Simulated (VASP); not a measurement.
Wanted: the native input for a VASP 6.6.1 run.

- Task: single point
- Functional: PBE
- Potentials or basis: VASP PAW PBE potentials, release 64 (Ga_d, N)
- Cutoff: 520 eV
- k mesh: 10 × 10 × 10
- Occupations: gaussian, width 0.05 eV
- Spin: no spin polarisation
- Dipole correction: no
- Further INCAR settings: ALGO = Normal; EDIFF = 1e-07; NBANDS = 16

The structure of GaN lies in POSCAR:

```
GaN
1.0
    0.0000000000      1.9925010849      1.9925010849
    1.9925010849      0.0000000000      1.9925010849
    1.9925010849      1.9925010849      0.0000000000
Ga N
1 1
Direct
    0.5000000000      0.5000000000      0.5000000000
    0.0000000000      0.0000000000      0.0000000000
```

One way to write it, as run:

INCAR

```
SYSTEM = GaN
ALGO = Normal
EDIFF = 1E-7
ENCUT = 520
GGA = PE
ISIF = 2
ISMEAR = 0
LASPH = .TRUE.
LCHARG = .FALSE.
LREAL = .FALSE.
LWAVE = .FALSE.
NBANDS = 16
NELM = 100
PREC = Accurate
SIGMA = 0.05
```

KPOINTS

```
k-points
0
G
  10 10 10
  0 0 0
```

Potentials or basis: VASP PAW PBE potentials, release 64 (Ga_d, N).

The run is started by

```console
$ cat potpaw_PBE.64/Ga_d/POTCAR potpaw_PBE.64/N/POTCAR > POTCAR
$ mpirun -np 1 vasp_std > vasp.out
```

It gave:

```json
{"Pressure": "70.3 GPa", "Band gap on the k mesh": "1.82 eV, indirect (least direct gap 5.21 eV)"}
```

Run time: 21 s on 1 thread of Intel(R) Xeon(R) Platinum 8488C (Sapphire Rapids) (shared host), peak memory 0.14 GiB.
